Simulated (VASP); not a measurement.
# Au (Fm-3m) in VASP: single point with PBE

Aim: the single point of Au with PBE.

All numbers are computed with VASP 6.6.1; they aren't measurements. Logs are shortened: lines on timing, memory, paths and dates and some standing lists are left out, and cuts for length are marked.

### Step 1. The cell of the first run

The structure is cubic, space group Fm-3m (No. 225). The conventional cell has a = 4.166 Å, b = 4.166 Å, c = 4.166 Å, α = 90.00°, β = 90.00°, γ = 90.00°. Within 3.9 Å of Au (site symmetry m-3m) lie 12 Au at 2.95 Å.

### Step 2. Single point, PBE

INCAR reads:

```
ALGO = Normal
EDIFF = 1E-6
ENCUT = 500
GGA = PE
GGA_COMPAT = False
ISIF = 2
ISMEAR = 0
LASPH = True
LCHARG = False
LREAL = False
LWAVE = False
NBANDS = 12
NELM = 120
PREC = Accurate
SIGMA = 0.1
```

KPOINTS reads:

```
k-points
0
Gamma
  8 8 8
```

POSCAR reads:

```
Au
1.0
    0.0000000000      2.0828567320      2.0828567320
    2.0828567320      0.0000000000      2.0828567320
    2.0828567320      2.0828567320      0.0000000000
Au
1
Direct
    0.0000000000      0.0000000000      0.0000000000
```

Potentials or basis: VASP PAW PBE potentials, release 64 (Au).

Command:

```bash
$ cat potpaw_PBE.64/Au/POTCAR > POTCAR
$ mpirun -np 1 vasp_std > vasp.out
```

OUTCAR:

```text
EDIFF = 1E-6
   ENCUT = 500
   GGA = PE
   ISIF = 2
   ISMEAR = 0
   LASPH = True
   LREAL = False
   NELM = 120
   PREC = Accurate

 ion  position               nearest neighbor table
   1  0.000  0.000  0.000-

  LATTYP: Found a face centered cubic cell.
 ALAT       =     4.1657134640

  Lattice vectors:

 A1 = (   0.0000000000,   2.0828567320,   2.0828567320)
 A2 = (   2.0828567320,   0.0000000000,   2.0828567320)
 A3 = (   2.0828567320,   2.0828567320,   0.0000000000)

Analysis of symmetry for initial positions (statically):
=====================================================================
 Subroutine PRICEL returns:
 Original cell was already a primitive cell.

 Routine SETGRP: Setting up the symmetry group for a
 face centered cubic supercell.

 Subroutine GETGRP returns: Found 48 space group operations
 (whereof 48 operations were pure point group operations)
 out of a pool of 48 trial point group operations.

The static configuration has the point symmetry O_h .

Analysis of symmetry for dynamics (positions and initial velocities):
=====================================================================
 Subroutine PRICEL returns:
 Original cell was already a primitive cell.

 Routine SETGRP: Setting up the symmetry group for a
 face centered cubic supercell.

 Subroutine GETGRP returns: Found 48 space group operations
 (whereof 48 operations were pure point group operations)
 out of a pool of 48 trial point group operations.

The dynamic configuration has the point symmetry O_h .

 Subroutine INISYM returns: Found 48 space group operations
 (whereof 48 operations are pure point group operations),
 and found     1 'primitive' translations

----------------------------------------------------------------------------------------

                                     Primitive cell

  volume of cell :      18.0721

  direct lattice vectors                    reciprocal lattice vectors
     0.000000000  2.082856732  2.082856732    -0.240054917  0.240054917  0.240054917
     2.082856732  0.000000000  2.082856732     0.240054917 -0.240054917  0.240054917
     2.082856732  2.082856732  0.000000000     0.240054917  0.240054917 -0.240054917

  length of vectors
     2.945604239  2.945604239  2.945604239     0.415787313  0.415787313  0.415787313

  position of ions in fractional coordinates (direct lattice)
     0.000000000  0.000000000  0.000000000

  ion indices of the primitive-cell ions
   primitive index   ion index
                 1           1
[... 74 lines left out ...]
   EDIFFG = 0.1E-04   stopping-criterion for IOM
   NSW    =      0    number of steps for IOM
   IBRION =     -1    ionic relax: 0-MD 1-quasi-New 2-CG
   NFREE  =      0    steps in history (QN), initial steepest desc. (CG)
   ISIF   =      2    stress and relaxation
   ISYM   =      2    0-nonsym 1-usesym 2-fastsym
   POTIM  = 0.5000    time-step for ionic-motion
   TEBEG  =    0.0;   TEEND  =   0.0 temperature during run
   PSTRESS=    0.0 pullay stress
   NELECT =      11.0000    total number of electrons
   NUPDOWN=      -1.0000    fix difference up-down
   EMIN   =  10.00;   EMAX   =-10.00  energy-range for DOS
   EFERMI =   0.00;   METHOD = LEGACY
   ISMEAR =     0;   SIGMA  =   0.10  broadening in eV -4-tet -1-fermi 0-gaus
   EFERMI_NEDOS =   21; number of points for ismear=-14 and -15
   IALGO  =     38    algorithm
   IMIX   =      4    mixing-type and parameters
     AMIX     =   0.40;   BMIX     =  1.00
     AMIX_MAG =   1.60;   BMIX_MAG =  1.00
  volume/ion in A,a.u.               =      18.07       121.96
  Fermi-wavevector in a.u.,A,eV,Ry     =   1.387404  2.621814 26.189723  1.924890
  Thomas-Fermi vector in A             =   2.511628
   LORBIT       =      0    0 simple, 1 ext, 2 COOP (PROOUT), +10 PAW based schemes
   GGA     = PE    functional components
   LHFCALC =     F    Hartree Fock is set to
   AEXX    =    0.0000 exact exchange contribution
   IVDW    =     0    specifies the selected vdW correction
   LEPSILON=     F    determine dielectric tensor
   LRPA    =     F    only Hartree local field effects (RPA)
 non-spin polarized calculation
 Gauss-broadening in eV      SIGMA  =   0.10
  energy-cutoff  :      500.00
  volume of cell :       18.07
 maximum number of plane-waves:       471
 NGX is ok and might be reduce to    24
   NGX = 11   NGY = 11   NGZ = 11

 number of electron      11.0000001 magnetization

 Free energy of the ion-electron system (eV)
  ---------------------------------------------------
  ext. energy  EPLUGINS =         0.00000000
  ---------------------------------------------------
  free energy    TOTEN  =        -3.18813257 eV

  energy without entropy =       -3.18504005  energy(sigma->0) =       -3.18658631

 E-fermi :   8.4255     XC(G=0): -12.3660

 val. band max:        8.3512094897   @ k =   0.5000   0.2500   0.1250
 cond. band min:       8.6294605567   @ k =   0.5000   0.3750   0.1250
 fundamental gap:      0.2782510670
 Fermi energy:         8.4255048990

 k-point     1 :       0.0000    0.0000    0.0000
  band No.  band energies     occupation
      1      -0.7237      2.00000
      2       4.1428      2.00000
      3       4.1428      2.00000
      4       4.1428      2.00000
      5       5.5087      2.00000
      6       5.5087      2.00000
      7      23.1127      0.00000
      8      26.7740      0.00000
      9      26.7740      0.00000
     10      26.7740      0.00000
     11      31.4943      0.00000
     12      35.5239      0.00000
[... 331 lines left out ...]
 k-point    24 :      -0.3750    0.2500    0.1250
  band No.  band energies     occupation
      1       2.6825      2.00000
      2       3.5519      2.00000
      3       4.5722      2.00000
      4       4.9043      2.00000
      5       6.4696      2.00000
      6      11.1330      0.00000
      7      11.3398      0.00000
      8      20.2527      0.00000
      9      21.3098      0.00000
     10      25.8925      0.00000
     11      31.7677      0.00000
     12      34.8104      0.00000

 [... further k-points ...]
[... 5 lines left out ...]
  --------------------------------------------------------------------------------------
  -------------------------------------------------------------------------------------
  Total       -0.0316047     -0.0316047     -0.0316047      0.0000000      0.0000000      0.0000000
  in kB       -2.8019071     -2.8019071     -2.8019071      0.0000000      0.0000000      0.0000000
  external PRESSURE =      -2.8019071 kB  Pullay stress =       0.0000000 kB

 VOLUME and BASIS-vectors are now :
 -----------------------------------------------------------------------------
  energy-cutoff  :      500.00
  volume of cell :       18.07
      direct lattice vectors                 reciprocal lattice vectors
     0.000000000  2.082856732  2.082856732    -0.240054917  0.240054917  0.240054917
     2.082856732  0.000000000  2.082856732     0.240054917 -0.240054917  0.240054917
     2.082856732  2.082856732  0.000000000     0.240054917  0.240054917 -0.240054917

 POSITION                                       TOTAL-FORCE (eV/Angst)
 -----------------------------------------------------------------------------------
      0.00000      0.00000      0.00000         0.000000     -0.000000     -0.000000
 -----------------------------------------------------------------------------------
    total drift:                               -0.000000      0.000000     -0.000000

  FREE ENERGIE OF THE ION-ELECTRON SYSTEM (eV)
  ---------------------------------------------------
  free  energy   TOTEN  =        -3.1881325701 eV

  energy  without entropy=       -3.1850400535  energy(sigma->0) =       -3.18658631
```

stdout:

```text
POSCAR found type information on POSCAR Au
 POSCAR found :  1 types and       1 ions
 scaLAPACK will be used
 LDA part: xc-table for (Slater+PW92), standard interpolation
 POSCAR, INCAR and KPOINTS ok, starting setup
 FFT: planning ... GRIDC
 FFT: planning ... GRID_SOFT
 FFT: planning ... GRID
 WAVECAR not read
 entering main loop
```

Wall time 3.5 s (1 thread of Intel Xeon Platinum 8375C at 2.90GHz (Ice Lake), shared host); peak memory 0.14 GiB.

What came out:

```yaml
Free_energy: -3.1881 eV
Pressure: -0.3 GPa
```

Levels at points of the mesh, in eV from the Fermi level:
| k point | band 3 | band 4 | band 5 | band 6 | band 7 | band 8 | band 9 | band 10 |
| --- | --- | --- | --- | --- | --- | --- | --- | --- |
| (0.00, 0.00, 0.00) | -4.28 | -4.28 | -2.92 | -2.92 | 14.69 | 18.35 | 18.35 | 18.35 |
| (0.50, 0.00, 0.00) | -4.31 | -1.83 | -1.83 | -0.59 | 2.87 | 14.13 | 16.79 | 16.79 |
| (0.50, 0.50, 0.00) | -1.88 | -1.54 | -1.54 | 1.29 | 5.42 | 9.94 | 9.94 | 16.68 |

Caveat: spin-orbit coupling is left out, which moves the levels of the heavy elements.
